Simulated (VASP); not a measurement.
# HfO2 (P1) in VASP: a series of runs

HfO2 is run at these levels: LDA; tasks: single point.

Program: VASP 6.6.1. These are calculated values, not measurements. Logs are shortened: lines on timing, memory, paths and dates and some standing lists are left out, and cuts for length are marked.

## Step 1: The cell of the first run

The typed cell holds 6 atoms: a = 5.125 Å, b = 4.611 Å, c = 3.122 Å, α = 91.57°, β = 95.63°, γ = 92.00°.

## Step 2: Single point, LDA (atoms moved at random and the cell strained at random)

INCAR reads:

```
  PREC = Accurate
  ENCUT = 520
  EDIFF = 1E-7
  ISMEAR = 0
  SIGMA = 0.05
  LREAL = False
  LASPH = True
  NELM = 100
  ALGO = Normal
  ISIF = 2
  LWAVE = False
  LCHARG = True
  LELF = True
  LVHAR = True
  NBANDS = 31
```

KPOINTS reads:

```
Automatic mesh
0
Gamma
  6 6 8
```

POSCAR reads:

```
HfO2
1.0
    5.1190591840     -0.0865201101     -0.2411787809
   -0.0865201101      4.6094740199     -0.0660372265
   -0.1606051485     -0.0439753386      3.1174314077
Hf O
2 4
Direct
    0.0740798166      0.0400947126     -0.0054685227
    0.5181217543      0.3824564297      0.4768916003
    0.0974343462      0.8314451598      0.3352827016
    0.2383301774      0.2723219629      0.1386350372
    0.7107629205      0.8114282395      0.0376346549
    0.8612709850      0.1622534954      0.5170245287
```

Potentials or basis: VASP PAW LDA potentials, release 64 (Hf_pv, O).

Command:

```
$ cat potpaw_LDA.64/Hf_pv/POTCAR potpaw_LDA.64/O/POTCAR > POTCAR
$ mpirun -np 1 vasp_std > vasp.out
```

OUTCAR:

```text
PREC = Accurate
   ENCUT = 520
   EDIFF = 1E-7
   ISMEAR = 0
   LREAL = False
   LASPH = True
   NELM = 100
   ISIF = 2

 ion  position               nearest neighbor table
   1  0.074  0.040  0.995-   4 1.38   3 1.45   6 1.87   6 2.12   5 2.13   3 2.26   2 2.98   2 3.30
                             2 3.57   2 3.73
   2  0.518  0.382  0.477-   4 1.75   6 2.06   5 2.65   4 2.68   5 2.70   1 2.98   1 3.30   1 3.57
                             1 3.73
   3  0.097  0.831  0.335-   1 1.45   1 2.26
   4  0.238  0.272  0.139-   1 1.38   2 1.75   2 2.68
   5  0.711  0.811  0.038-   1 2.13   2 2.65   2 2.70
   6  0.861  0.162  0.517-   1 1.87   2 2.06   1 2.12

 -----------------------------------------------------------------------------
|                                                                             |
|           W    W    AA    RRRRR   N    N  II  N    N   GGGG   !!!           |
|           W    W   A  A   R    R  NN   N  II  NN   N  G    G  !!!           |
|           W    W  A    A  R    R  N N  N  II  N N  N  G       !!!           |
|           W WW W  AAAAAA  RRRRR   N  N N  II  N  N N  G  GGG   !            |
|           WW  WW  A    A  R   R   N   NN  II  N   NN  G    G                |
|           W    W  A    A  R    R  N    N  II  N    N   GGGG   !!!           |
|                                                                             |
|     The distance between some ions is very small. Please check the          |
|     nearest-neighbor list in the OUTCAR file.                               |
|     I HOPE YOU KNOW WHAT YOU ARE DOING!                                     |
|                                                                             |
 -----------------------------------------------------------------------------

  LATTYP: Found a triclinic cell.
 ALAT       =     3.1218754661
 B/A-ratio  =     2.5185856351
 C/A-ratio  =     2.5074807402
 COS(alpha) =     0.0024867082
 COS(beta)  =     0.4469087192
 COS(gamma) =     0.8101751797

  Lattice vectors:

 A1 = (   0.1606051485,   0.0439753386,  -3.1174314077)
 A2 = (   0.2346901869,   4.6974246971,  -6.3009000419)
 A3 = (   5.3661844426,  -4.6520187914,  -3.2925729621)

Analysis of symmetry for initial positions (statically):
=====================================================================
 Subroutine PRICEL returns:
 Original cell was already a primitive cell.

 Routine SETGRP: Setting up the symmetry group for a
 triclinic supercell.

 Subroutine GETGRP returns: Found  1 space group operations
 (whereof  1 operations were pure point group operations)
 out of a pool of  2 trial point group operations.

The static configuration has the point symmetry C_1 .

Analysis of symmetry for dynamics (positions and initial velocities):
=====================================================================
 Subroutine PRICEL returns:
 Original cell was already a primitive cell.

 Routine SETGRP: Setting up the symmetry group for a
 triclinic supercell.

 Subroutine GETGRP returns: Found  1 space group operations
 (whereof  1 operations were pure point group operations)
 out of a pool of  2 trial point group operations.

The dynamic configuration has the point symmetry C_1 .

 Subroutine INISYM returns: Found  1 space group operations
 (whereof  1 operations are pure point group operations),
 and found     1 'primitive' translations

----------------------------------------------------------------------------------------

                                     Primitive cell

  volume of cell :      73.3409

  direct lattice vectors                    reciprocal lattice vectors
     5.119059184 -0.086520110 -0.241178781     0.195891011  0.003822241  0.010145913
    -0.086520110  4.609474020 -0.066037227     0.003822241  0.217062924  0.003258865
    -0.160605148 -0.043975339  3.117431408     0.015235994  0.004893797  0.321630873

  length of vectors
     5.125467770  4.610758873  3.121875466     0.196190819  0.217121032  0.322028731

  position of ions in fractional coordinates (direct lattice)
     0.074079817  0.040094713  0.994531477
     0.518121754  0.382456430  0.476891600
     0.097434346  0.831445160  0.335282702
     0.238330177  0.272321963  0.138635037
     0.710762921  0.811428240  0.037634655
     0.861270985  0.162253495  0.517024529

  ion indices of the primitive-cell ions
   primitive index   ion index
                 1           1
                 2           2
                 3           3
                 4           4
                 5           5
                 6           6

----------------------------------------------------------------------------------------

 KPOINTS: Automatic mesh

Automatic generation of k-mesh.
 Grid dimensions read from file:
 generate k-points for:    6    6    8

 Generating k-lattice:

  Cartesian coordinates                     Fractional coordinates (reciprocal lattice)
     0.032648502  0.000637040  0.001690986     0.166666667 -0.000000000  0.000000000
     0.000637040  0.036177154  0.000543144    -0.000000000  0.166666667  0.000000000
     0.001904499  0.000611725  0.040203859     0.000000000 -0.000000000  0.125000000

  Length of vectors
     0.032698470  0.036186839  0.040253591

  Shift w.r.t. Gamma in fractional coordinates (k-lattice)
     0.000000000  0.000000000  0.000000000

 Subroutine IBZKPT returns following result:
 ===========================================

 Found    148 irreducible k-points:

 Following reciprocal coordinates:
            Coordinates               Weight
  0.000000  0.000000  0.000000      1.000000
  0.166667 -0.000000  0.000000      2.000000
  0.333333  0.000000  0.000000      2.000000
  0.500000 -0.000000  0.000000      1.000000
  0.000000  0.166667  0.000000      2.000000
  0.166667  0.166667 -0.000000      2.000000
[... 16 lines left out ...]
  0.333333 -0.000000  0.125000      2.000000
  0.500000  0.000000  0.125000      2.000000
 [... further k-points ...]
   k-points           NKPTS =    148   k-points in BZ     NKDIM =    148   number of bands    NBANDS=     31
   number of dos      NEDOS =    301   number of ions     NIONS =      6
   total plane-waves  NPLWV =  34560
   dimension x,y,z NGX =    40 NGY =   36 NGZ =   24
   dimension x,y,z NGXF=    80 NGYF=   72 NGZF=   48
   ions per type =               2   4
   NGX,Y,Z   is equivalent  to a cutoff of  12.97, 12.98, 12.78 a.u.
   NGXF,Y,Z  is equivalent  to a cutoff of  25.95, 25.96, 25.56 a.u.
 SYSTEM =  unknown system
   PREC   = accura    normal or accurate (medium, high low for compatibility)
   ISTART =      0    job   : 0-new  1-cont  2-samecut
   ICHARG =      2    charge: 1-file 2-atom 10-const
   ISPIN  =      1    spin polarized calculation?
   LNONCOLLINEAR =      F non collinear calculations
   LSORBIT =      F    spin-orbit coupling
   LASPH  =      T    aspherical Exc in radial PAW
   ENCUT  =  520.0 eV  38.22 Ry    6.18 a.u.   9.53  8.57  5.80*2*pi/ulx,y,z
   NELM   =    100;   NELMIN=  2; NELMDL= -5     # of ELM steps
   EDIFF  = 0.1E-06   stopping-criterion for ELM
   LREAL  =      F    real-space projection
   EDIFFG = 0.1E-05   stopping-criterion for IOM
   NSW    =      0    number of steps for IOM
   IBRION =     -1    ionic relax: 0-MD 1-quasi-New 2-CG
   NFREE  =      0    steps in history (QN), initial steepest desc. (CG)
   ISIF   =      2    stress and relaxation
   ISYM   =      2    0-nonsym 1-usesym 2-fastsym
   POTIM  = 0.5000    time-step for ionic-motion
   TEBEG  =    0.0;   TEEND  =   0.0 temperature during run
   PSTRESS=    0.0 pullay stress
   NELECT =      44.0000    total number of electrons
   NUPDOWN=      -1.0000    fix difference up-down
   EMIN   =  10.00;   EMAX   =-10.00  energy-range for DOS
   EFERMI =   0.00;   METHOD = LEGACY
   ISMEAR =     0;   SIGMA  =   0.05  broadening in eV -4-tet -1-fermi 0-gaus
   EFERMI_NEDOS =   21; number of points for ismear=-14 and -15
   IALGO  =     38    algorithm
   IMIX   =      4    mixing-type and parameters
     AMIX     =   0.40;   BMIX     =  1.00
     AMIX_MAG =   1.60;   BMIX_MAG =  1.00
  volume/ion in A,a.u.               =      12.22        82.49
  Fermi-wavevector in a.u.,A,eV,Ry     =   1.380735  2.609211 25.938550  1.906430
  Thomas-Fermi vector in A             =   2.505585
   LORBIT       =      0    0 simple, 1 ext, 2 COOP (PROOUT), +10 PAW based schemes
   GGA     = CA    functional components
   LHFCALC =     F    Hartree Fock is set to
   AEXX    =    0.0000 exact exchange contribution
   IVDW    =     0    specifies the selected vdW correction
   LEPSILON=     F    determine dielectric tensor
   LRPA    =     F    only Hartree local field effects (RPA)
 non-spin polarized calculation
 Gauss-broadening in eV      SIGMA  =   0.05
  energy-cutoff  :      520.00
  volume of cell :       73.34
 maximum number of plane-waves:      1992
 NGX is ok and might be reduce to    40
   NGX = 19   NGY = 17   NGZ = 11

 number of electron      44.0000005 magnetization

 Free energy of the ion-electron system (eV)
  ---------------------------------------------------
  ext. energy  EPLUGINS =         0.00000000
  ---------------------------------------------------
  free energy    TOTEN  =       -37.40285866 eV

  energy without entropy =      -37.40227557  energy(sigma->0) =      -37.40256712

 E-fermi :   3.5189     XC(G=0): -11.3698

 val. band max:        3.4845982037   @ k =  -0.0000   0.3333   0.0000
 cond. band min:       3.5249346199   @ k =   0.0000   0.0000   0.0000
 fundamental gap:      0.0403364161
 Fermi energy:         3.5188549801

 k-point     1 :       0.0000    0.0000    0.0000
  band No.  band energies     occupation
      1     -30.5489      2.00000
      2     -28.3470      2.00000
      3     -27.7363      2.00000
      4     -27.7149      2.00000
      5     -27.1387      2.00000
      6     -24.4745      2.00000
[... 23 lines left out ...]
     30      11.4457      0.00000
     31      12.1978      0.00000

 k-point     2 :       0.1667   -0.0000    0.0000
  band No.  band energies     occupation
      1     -30.5474      2.00000
      2     -28.3408      2.00000
      3     -27.7410      2.00000
      4     -27.7151      2.00000
      5     -27.1469      2.00000
      6     -24.4748      2.00000
[... 23 lines left out ...]
     30      11.3949      0.00000
     31      11.8594      0.00000

 k-point     3 :       0.3333    0.0000    0.0000
  band No.  band energies     occupation
      1     -30.5442      2.00000
      2     -28.3277      2.00000
      3     -27.7513      2.00000
      4     -27.7154      2.00000
      5     -27.1629      2.00000
      6     -24.4755      2.00000
[... 23 lines left out ...]
     30      11.2782      0.00000
     31      11.9039      0.00000

 k-point     4 :       0.5000   -0.0000    0.0000
  band No.  band energies     occupation
      1     -30.5427      2.00000
      2     -28.3208      2.00000
      3     -27.7569      2.00000
      4     -27.7155      2.00000
      5     -27.1708      2.00000
      6     -24.4758      2.00000
[... 23 lines left out ...]
     30      11.2808      0.00000
     31      12.0270      0.00000

 k-point     5 :       0.0000    0.1667    0.0000
  band No.  band energies     occupation
      1     -30.5505      2.00000
      2     -28.3466      2.00000
      3     -27.7385      2.00000
      4     -27.7149      2.00000
      5     -27.1400      2.00000
      6     -24.4754      2.00000
[... 23 lines left out ...]
     30      11.4905      0.00000
     31      12.2765      0.00000
[... 542 lines left out ...]
     30      11.2693      0.00000
     31      12.6321      0.00000

 k-point    22 :       0.1667    0.0000    0.1250
  band No.  band energies     occupation
      1     -30.5313      2.00000
      2     -28.3446      2.00000
      3     -27.7776      2.00000
      4     -27.7432      2.00000
      5     -27.2578      2.00000
      6     -24.5040      2.00000
[... 23 lines left out ...]
     30      11.1443      0.00000
     31      12.3078      0.00000

 k-point    23 :       0.3333   -0.0000    0.1250
  band No.  band energies     occupation
      1     -30.5289      2.00000
      2     -28.3373      2.00000
      3     -27.7781      2.00000
      4     -27.7513      2.00000
      5     -27.2659      2.00000
      6     -24.5048      2.00000
[... 23 lines left out ...]
     30      11.2453      0.00000
     31      12.1346      0.00000

 k-point    24 :       0.5000    0.0000    0.1250
  band No.  band energies     occupation
      1     -30.5292      2.00000
      2     -28.3467      2.00000
      3     -27.7789      2.00000
      4     -27.7471      2.00000
      5     -27.2574      2.00000
      6     -24.5067      2.00000
[... 23 lines left out ...]
     30      11.3867      0.00000
     31      12.1890      0.00000

 [... further k-points ...]
[... 5 lines left out ...]
  --------------------------------------------------------------------------------------
  -------------------------------------------------------------------------------------
  Total       44.7935426     75.0259968     52.2181869     39.3082202     -6.8038576     27.7696310
  in kB      978.5431920   1638.9902223   1140.7392292    858.7128649   -148.6345603    606.6451042
  external PRESSURE =    1252.7575478 kB  Pullay stress =       0.0000000 kB

 VOLUME and BASIS-vectors are now :
 -----------------------------------------------------------------------------
  energy-cutoff  :      520.00
  volume of cell :       73.34
      direct lattice vectors                 reciprocal lattice vectors
     5.119059184 -0.086520110 -0.241178781     0.195891011  0.003822241  0.010145913
    -0.086520110  4.609474020 -0.066037227     0.003822241  0.217062924  0.003258865
    -0.160605148 -0.043975339  3.117431408     0.015235994  0.004893797  0.321630873

 POSITION                                       TOTAL-FORCE (eV/Angst)
 -----------------------------------------------------------------------------------
      0.21602      0.13467      3.07987       -36.989878    -26.909201    -43.900504
      2.54261      1.69712      1.33646        10.689698      5.234091      4.731763
      0.37299      3.80935      0.96682         6.998370    -28.226538     29.628287
      1.17420      1.22854      0.35672        33.346653     47.642920     14.010352
      3.56219      3.67711     -0.10768        -6.663495     -4.592411     -0.748995
      4.31182      0.65065      1.39335        -7.381348      6.851140     -3.720903
 -----------------------------------------------------------------------------------
    total drift:                                0.000597      0.000425      0.000659

  FREE ENERGIE OF THE ION-ELECTRON SYSTEM (eV)
  ---------------------------------------------------
  free  energy   TOTEN  =       -37.4028586596 eV

  energy  without entropy=      -37.4022755728  energy(sigma->0) =      -37.40256712
```

Wall time 4.7 min (1 thread of AMD EPYC 9R45 (Zen 5), shared host); peak memory 0.32 GiB.

Results:

```
Free energy            : -37.4029 eV
Pressure               : 125.3 GPa
Largest force          : 63.400 eV/Å
Band gap on the k mesh : 0.04 eV (least direct gap 0.11 eV)
```

Forces on the atoms (eV/Å):
```
Hf  -36.990 -26.909 -43.901
Hf   10.690   5.234   4.732
O     6.998 -28.227  29.628
O    33.347  47.643  14.010
O    -6.663  -4.592  -0.749
O    -7.381   6.851  -3.721
```

Stress tensor (GPa, compression positive):
```
 97.85  85.87  60.66
 85.87 163.90 -14.86
 60.66 -14.86 114.07
```

Caveat: the cell differs from its parent crystal (atoms moved at random and the cell strained at random); atoms lie so close that the PAW spheres overlap strongly, which falsifies energies and pressures; the cell stands under pressure; spin-orbit coupling is left out, which moves the levels of the heavy elements; forces of over 1 eV/Å act on the atoms, so gaps and moduli don't describe the material at rest.

[end of part 1 of 2]
